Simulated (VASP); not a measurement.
# Ba8Ti8O23 (a cell with a defect) in VASP: single point with PBE

Aim: the single point of Ba8Ti8O23 (a cell with a defect) with PBE.

All numbers are computed with VASP 6.6.1; they aren't measurements. Logs are shortened: lines on timing, memory, paths and dates and some standing lists are left out, and cuts for length are marked.

### Step 1. The cell of the first run

The cell holds a defect, 39 atoms: a = 8.038 Å, b = 8.038 Å, c = 8.038 Å, α = 90.00°, β = 90.00°, γ = 90.00°.

### Step 2. Single point, PBE

Input file INCAR:

```
SYSTEM = Ba8Ti8O23
PREC = Accurate
ENCUT = 520
EDIFF = 1E-7
ISMEAR = 0
SIGMA = 0.02
LREAL = Auto
LASPH = .True.
NELM = 60
ALGO = Normal
ISIF = 2
LWAVE = .False.
LCHARG = .True.
GGA = PE
LELF = .True.
LVHAR = .True.
NELECT = 312.0
NBANDS = 182
```

Input file KPOINTS:

```
Automatic mesh
0
Gamma
  2 2 2
  0.5 0.5 0.5
```

Input file POSCAR:

```
Ba8Ti8O23
1.0
   -8.0384963557      0.0000000000      0.0000000000
    0.0000000000      8.0384963557      0.0000000000
    0.0000000000      0.0000000000     -8.0384963557
Ba Ti O
8 8 23
Direct
    0.2479102946      0.2479102946      0.2371079012
    0.2479091750      0.2479091750      0.7628928009
    0.2452759711      0.7523558801      0.2420608176
    0.2452758467      0.7523552580      0.7579388894
    0.7523558801      0.2452759711      0.2420608176
    0.7523552580      0.2452758467      0.7579388894
    0.7556102200      0.7556102200      0.2427463936
    0.7556097224      0.7556097224      0.7572538110
   -0.0068811377      0.5069659573      0.0000014928
   -0.0227653272      0.5010358681      0.5000008487
    0.0072999971      0.0072999971      0.0000002488
    0.0135969459      0.0135969459      0.5000001023
    0.4932548109      0.4932548109     -0.0000039808
    0.5159347988      0.5159347988      0.4999950018
    0.5069658329     -0.0068811377      0.0000014928
    0.5010358681     -0.0227653272      0.5000009731
    0.3631266186      0.3631266186      0.5000013463
    0.2591897673      0.5033948914      1.0000000802
    0.2442542626      0.0016429690      0.4999996047
    0.2426325663     -0.0031074219      1.0000000802
    0.7497398435      0.4813911494      0.5000004755
    0.7641490060      0.5008515053      1.0000004534
    0.7309911879      0.0054637084      0.4999996047
    0.7429206578      0.0001926977      0.9999999558
    0.5033948914      0.2591897673      1.0000000802
    0.4813911494      0.7497398435      0.5000004755
    0.5008515053      0.7641490060      1.0000004534
    1.0016429247      0.2442542626      0.4999996047
    0.9968926582      0.2426324419      1.0000000802
    1.0054636641      0.7309911879      0.4999996047
    1.0001926535      0.7429206578      0.9999999558
    0.5132030690      0.5132030690      0.2479014621
    0.5132030690      0.5132030690      0.7521032209
    0.4939714872      0.0103200893      0.2568956816
    0.4939712384      0.0103200893      0.7431030302
    1.0103200450      0.4939713628      0.2568956816
    1.0103200450      0.4939712384      0.7431031546
    0.9962167855     -0.0037831702      0.2509808938
    0.9962166611     -0.0037832946      0.7490184400
```

Potentials or basis: VASP PAW PBE potentials, release 64 (Ba_sv, Ti_sv, O).

Command:

```bash
$ cat potpaw_PBE.64/Ba_sv/POTCAR potpaw_PBE.64/Ti_sv/POTCAR potpaw_PBE.64/O/POTCAR > POTCAR
$ mpirun -np 1 vasp_std > vasp.out
```

OUTCAR:

```text
SYSTEM = Ba8Ti8O23
   PREC = Accurate
   ENCUT = 520
   EDIFF = 1E-7
   ISMEAR = 0
   LREAL = Auto
   LASPH = .True.
   NELM = 60
   ISIF = 2
   GGA = PE
   NELECT = 312.0

 ion  position               nearest neighbor table
   1  0.248  0.248  0.237-  17 2.49  36 2.75  34 2.75  29 2.78  20 2.78  25 2.80  18 2.80  38 2.86
                            19 2.90  28 2.90  32 3.02  11 3.33  13 3.38  12 3.40  15 3.49   9 3.49
   2  0.248  0.248  0.763-  17 2.49  35 2.75  37 2.75  29 2.78  20 2.78  25 2.80  18 2.80  39 2.86
                            19 2.90  28 2.90  33 3.02  11 3.33  13 3.38  12 3.40  15 3.49   9 3.49
   3  0.245  0.752  0.242-  20 2.77  31 2.77  18 2.79  38 2.80  36 2.81  26 2.81  27 2.83  30 2.84
                            34 2.88  19 2.88  32 2.89  11 3.41   9 3.43  16 3.43  15 3.46  13 3.48
   4  0.245  0.752  0.758-  20 2.77  31 2.77  18 2.79  39 2.80  37 2.81  26 2.81  27 2.83  30 2.84
                            35 2.88  19 2.88  33 2.89  11 3.41   9 3.43  16 3.43  15 3.46  13 3.48
   5  0.752  0.245  0.242-  29 2.77  24 2.77  25 2.79  38 2.80  34 2.81  21 2.81  22 2.83  23 2.84
                            36 2.88  28 2.88  32 2.89  11 3.41  15 3.43  10 3.43   9 3.46  13 3.48
   6  0.752  0.245  0.758-  29 2.77  24 2.77  25 2.79  39 2.80  35 2.81  21 2.81  22 2.83  23 2.84
                            37 2.88  28 2.88  33 2.89  11 3.41  15 3.43  10 3.43   9 3.46  13 3.48
   7  0.756  0.756  0.243-  38 2.74  32 2.76  31 2.77  24 2.77  27 2.83  22 2.83  30 2.89  23 2.89
                            34 2.94  36 2.94  26 3.02  21 3.02   9 3.38  15 3.38  10 3.41  16 3.41
   8  0.756  0.756  0.757-  39 2.74  33 2.76  31 2.77  24 2.77  27 2.83  22 2.83  30 2.89  23 2.89
                            37 2.94  35 2.94  26 3.02  21 3.02   9 3.38  15 3.38  16 3.41  10 3.41
   9  0.993  0.507  0.000-  22 1.84  31 1.90  36 2.07  37 2.07  29 2.13  18 2.14   7 3.38   8 3.38
                             3 3.43   4 3.43   5 3.46   6 3.46   1 3.49   2 3.49
  10  0.977  0.501  0.500-  21 1.84  30 1.86  37 1.97  36 1.97  28 2.07   8 3.41   7 3.41   6 3.43
                             5 3.43   4 3.61   3 3.61   2 3.65   1 3.65
  11  0.007  0.007  0.000-  29 1.89  20 1.89  38 2.02  39 2.02  24 2.13  31 2.13   2 3.33   1 3.33
                             3 3.41   5 3.41   4 3.41   6 3.41   7 3.46   8 3.46
  12  0.014  0.014  0.500-  19 1.86  28 1.86  39 2.01  38 2.01  23 2.27  30 2.27   2 3.40   1 3.40
                             3 3.49   5 3.49   4 3.49   6 3.49   7 3.59   8 3.59
  13  0.493  0.493  1.000-  18 1.88  25 1.88  33 2.01  32 2.01  22 2.18  27 2.18   2 3.38   1 3.38
                             4 3.48   6 3.48   5 3.48   3 3.48   8 3.56   7 3.56
  14  0.516  0.516  0.500-  17 1.74  21 1.90  26 1.90  32 2.03  33 2.03   7 3.42   8 3.42   5 3.56
                             3 3.56   6 3.56   4 3.56   1 3.71   2 3.71
  15  0.507  0.993  0.000-  27 1.84  24 1.90  34 2.07  35 2.07  20 2.13  25 2.14   7 3.38   8 3.38
                             5 3.43   6 3.43   3 3.46   4 3.46   1 3.49   2 3.49
  16  0.501  0.977  0.500-  26 1.84  23 1.86  35 1.97  34 1.97  19 2.07   8 3.41   7 3.41   4 3.43
                             3 3.43   6 3.61   5 3.61   2 3.65   1 3.65
  17  0.363  0.363  0.500-  14 1.74   2 2.49   1 2.49
  18  0.259  0.503  0.000-  13 1.88   9 2.14   4 2.79   3 2.79   1 2.80   2 2.80
  19  0.244  0.002  0.500-  12 1.86  16 2.07   3 2.88   4 2.88   1 2.90   2 2.90
  20  0.243  0.997  0.000-  11 1.89  15 2.13   3 2.77   4 2.77   2 2.78   1 2.78
  21  0.750  0.481  0.500-  10 1.84  14 1.90   6 2.81   5 2.81   8 3.02   7 3.02
  22  0.764  0.501  0.000-   9 1.84  13 2.18   7 2.83   8 2.83   5 2.83   6 2.83
  23  0.731  0.005  0.500-  16 1.86  12 2.27   5 2.84   6 2.84   7 2.89   8 2.89
[... 14 lines left out ...]
  38  0.996  0.996  0.251-  12 2.01  11 2.02   7 2.74   5 2.80   3 2.80   1 2.86
  39  0.996  0.996  0.749-  12 2.01  11 2.02   8 2.74   6 2.80   4 2.80   2 2.86

  LATTYP: Found a simple cubic cell.
 ALAT       =     8.0384963557

  Lattice vectors:

 A1 = (  -8.0384963557,   0.0000000000,   0.0000000000)
 A2 = (   0.0000000000,   8.0384963557,   0.0000000000)
 A3 = (   0.0000000000,   0.0000000000,  -8.0384963557)

Analysis of symmetry for initial positions (statically):
=====================================================================
 Subroutine PRICEL returns:
 Original cell was already a primitive cell.

 Routine SETGRP: Setting up the symmetry group for a
 simple cubic supercell.

 Subroutine GETGRP returns: Found  2 space group operations
 (whereof  2 operations were pure point group operations)
 out of a pool of 48 trial point group operations.

The static configuration has the point symmetry C_1h.

Analysis of symmetry for dynamics (positions and initial velocities):
=====================================================================
 Subroutine PRICEL returns:
 Original cell was already a primitive cell.

 Routine SETGRP: Setting up the symmetry group for a
 simple cubic supercell.

 Subroutine GETGRP returns: Found  2 space group operations
 (whereof  2 operations were pure point group operations)
 out of a pool of 48 trial point group operations.

The dynamic configuration has the point symmetry C_1h.

 Subroutine INISYM returns: Found  2 space group operations
 (whereof  2 operations are pure point group operations),
 and found     1 'primitive' translations

[... 118 lines left out ...]
 Subroutine IBZKPT returns following result:
 ===========================================

 Found      3 irreducible k-points:

 Following reciprocal coordinates:
            Coordinates               Weight
  0.250000  0.250000  0.250000      2.000000
 -0.250000  0.250000  0.250000      4.000000
 -0.250000 -0.250000  0.250000      2.000000
   k-points           NKPTS =      3   k-points in BZ     NKDIM =      3   number of bands    NBANDS=    182
   number of dos      NEDOS =    301   number of ions     NIONS =     39
   total plane-waves  NPLWV = 216000
   dimension x,y,z NGX =    60 NGY =   60 NGZ =   60
   dimension x,y,z NGXF=   120 NGYF=  120 NGZF=  120
   ions per type =               8   8  23
   NGX,Y,Z   is equivalent  to a cutoff of  12.41, 12.41, 12.41 a.u.
   NGXF,Y,Z  is equivalent  to a cutoff of  24.82, 24.82, 24.82 a.u.
 SYSTEM =  Ba8Ti8O23
   PREC   = accura    normal or accurate (medium, high low for compatibility)
   ISTART =      0    job   : 0-new  1-cont  2-samecut
   ICHARG =      2    charge: 1-file 2-atom 10-const
   ISPIN  =      1    spin polarized calculation?
   LNONCOLLINEAR =      F non collinear calculations
   LSORBIT =      F    spin-orbit coupling
   LASPH  =      T    aspherical Exc in radial PAW
   ENCUT  =  520.0 eV  38.22 Ry    6.18 a.u.  14.95 14.95 14.95*2*pi/ulx,y,z
   NELM   =     60;   NELMIN=  2; NELMDL= -5     # of ELM steps
   EDIFF  = 0.1E-06   stopping-criterion for ELM
   LREAL  =      T    real-space projection
   EDIFFG = 0.1E-05   stopping-criterion for IOM
   NSW    =      0    number of steps for IOM
   IBRION =     -1    ionic relax: 0-MD 1-quasi-New 2-CG
   NFREE  =      0    steps in history (QN), initial steepest desc. (CG)
   ISIF   =      2    stress and relaxation
   ISYM   =      2    0-nonsym 1-usesym 2-fastsym
   POTIM  = 0.5000    time-step for ionic-motion
   TEBEG  =    0.0;   TEEND  =   0.0 temperature during run
   PSTRESS=    0.0 pullay stress
   NELECT =     312.0000    total number of electrons
   NUPDOWN=      -1.0000    fix difference up-down
   EMIN   =  10.00;   EMAX   =-10.00  energy-range for DOS
   EFERMI =   0.00;   METHOD = LEGACY
   ISMEAR =     0;   SIGMA  =   0.02  broadening in eV -4-tet -1-fermi 0-gaus
   EFERMI_NEDOS =   21; number of points for ismear=-14 and -15
   IALGO  =     38    algorithm
   IMIX   =      4    mixing-type and parameters
     AMIX     =   0.40;   BMIX     =  1.00
     AMIX_MAG =   1.60;   BMIX_MAG =  1.00
  volume/ion in A,a.u.               =      13.32        89.88
  Fermi-wavevector in a.u.,A,eV,Ry     =   1.381290  2.610260 25.959401  1.907962
  Thomas-Fermi vector in A             =   2.506088
   LORBIT       =      0    0 simple, 1 ext, 2 COOP (PROOUT), +10 PAW based schemes
   GGA     = PE    functional components
   LHFCALC =     F    Hartree Fock is set to
   AEXX    =    0.0000 exact exchange contribution
   IVDW    =     0    specifies the selected vdW correction
   LEPSILON=     F    determine dielectric tensor
   LRPA    =     F    only Hartree local field effects (RPA)
 non-spin polarized calculation
 Gauss-broadening in eV      SIGMA  =   0.02
  energy-cutoff  :      520.00
  volume of cell :      519.43
 maximum number of plane-waves:     14006
   NGX = 29   NGY = 29   NGZ = 29

 number of electron     311.9999943 magnetization

 Free energy of the ion-electron system (eV)
  ---------------------------------------------------
  ext. energy  EPLUGINS =         0.00000000
  ---------------------------------------------------
  free energy    TOTEN  =      -320.91146050 eV

  energy without entropy =     -320.91146050  energy(sigma->0) =     -320.91146050

 E-fermi :   3.6156     XC(G=0): -10.9991

 val. band max:        3.4560037619   @ k =  -0.2500   0.2500   0.2500
 cond. band min:       6.0500796944   @ k =  -0.2500   0.2500   0.2500
 fundamental gap:      2.5940759325
 Fermi energy:         3.6155613056

 k-point     1 :       0.2500    0.2500    0.2500
  band No.  band energies     occupation
      1     -52.9349      2.00000
      2     -52.9349      2.00000
      3     -52.8650      2.00000
      4     -52.8649      2.00000
      5     -52.8551      2.00000
      6     -52.8445      2.00000
[... 502 lines left out ...]
    167       7.0297      0.00000
    168       7.0319      0.00000
 [bands above 168 left out]

------------------------ aborting loop because EDIFF is reached ----------------------------------------

  FORCE on cell =-STRESS in cart. coord.  units (eV):
  Direction    XX          YY          ZZ          XY          YZ          ZX
  --------------------------------------------------------------------------------------
  -------------------------------------------------------------------------------------
  Total        6.2284761      6.2284761     -4.7917228     -1.0471341      0.0001356     -0.0001357
  in kB       19.2117942     19.2117942    -14.7801149     -3.2298951      0.0004184     -0.0004187
  external PRESSURE =       7.8811578 kB  Pullay stress =       0.0000000 kB

 VOLUME and BASIS-vectors are now :
 -----------------------------------------------------------------------------
  energy-cutoff  :      520.00
  volume of cell :      519.43
      direct lattice vectors                 reciprocal lattice vectors
    -8.038496356  0.000000000  0.000000000    -0.124401375  0.000000000  0.000000000
     0.000000000  8.038496356  0.000000000     0.000000000  0.124401375  0.000000000
     0.000000000  0.000000000 -8.038496356     0.000000000  0.000000000 -0.124401375

 POSITION                                       TOTAL-FORCE (eV/Angst)
 -----------------------------------------------------------------------------------
     -1.99283      1.99283     -1.90599         0.026904     -0.026904      0.059151
     -1.99282      1.99282     -6.13251         0.026901     -0.026901     -0.059131
     -1.97165      6.04781     -1.94581        -0.027924     -0.022727     -0.052122
     -1.97165      6.04780     -6.09269        -0.027935     -0.022733      0.052131
     -6.04781      1.97165     -1.94581         0.022727      0.027924     -0.052122
     -6.04780      1.97165     -6.09269         0.022733      0.027935      0.052131
[... 31 lines left out ...]
     -8.00808      8.00809     -2.01751        -0.024202      0.024202     -0.005733
     -8.00808      8.00808     -6.02098        -0.024203      0.024203      0.005746
 -----------------------------------------------------------------------------------
    total drift:                                0.025702     -0.028047     -0.000138

  FREE ENERGIE OF THE ION-ELECTRON SYSTEM (eV)
  ---------------------------------------------------
  free  energy   TOTEN  =      -320.9114604999 eV

  energy  without entropy=     -320.9114604999  energy(sigma->0) =     -320.91146050
```

It took 10 min on 1 thread of Oxide Virtual Turin-like, shared host; peak memory 0.56 GiB.

Results:

```yaml
Free_energy: -320.9115 eV
Largest_force: 0.107 eV/Å
```

Forces in eV/Å, atoms in the order of the input:
```
Ba   0.027 -0.027  0.059
Ba   0.027 -0.027 -0.059
Ba  -0.028 -0.023 -0.052
Ba  -0.028 -0.023  0.052
Ba   0.023  0.028 -0.052
Ba   0.023  0.028  0.052
Ba   0.017 -0.017 -0.059
Ba   0.017 -0.017  0.059
Ti  -0.055 -0.030  0.000
Ti  -0.061 -0.043  0.000
Ti   0.029 -0.029  0.000
Ti   0.075 -0.075  0.000
Ti  -0.046  0.046  0.000
Ti  -0.020  0.020  0.000
Ti   0.030  0.055  0.000
Ti   0.043  0.061  0.000
O   -0.041  0.041  0.000
O    0.049 -0.004  0.000
O   -0.060  0.009  0.000
O   -0.047 -0.015  0.000
O    0.029  0.026  0.000
O    0.063 -0.003  0.000
O   -0.060 -0.003  0.000
O   -0.036 -0.006  0.000
O    0.004 -0.049  0.000
O   -0.026 -0.029  0.000
O    0.003 -0.063  0.000
O   -0.009  0.060  0.000
O    0.015  0.047  0.000
O    0.003  0.060  0.000
O    0.006  0.036  0.000
O    0.028 -0.028 -0.011
O    0.028 -0.028  0.011
O   -0.007 -0.020  0.001
O   -0.007 -0.020 -0.001
O    0.020  0.007  0.001
O    0.020  0.007 -0.001
O   -0.024  0.024 -0.006
O   -0.024  0.024  0.006
```

Caveat: the cell carries a net charge on a neutralising background, which shifts energy and pressure; the cell is charged against a uniform background, so pressure and absolute levels hang on convention; spin-orbit coupling is left out, which moves the levels of the heavy elements.
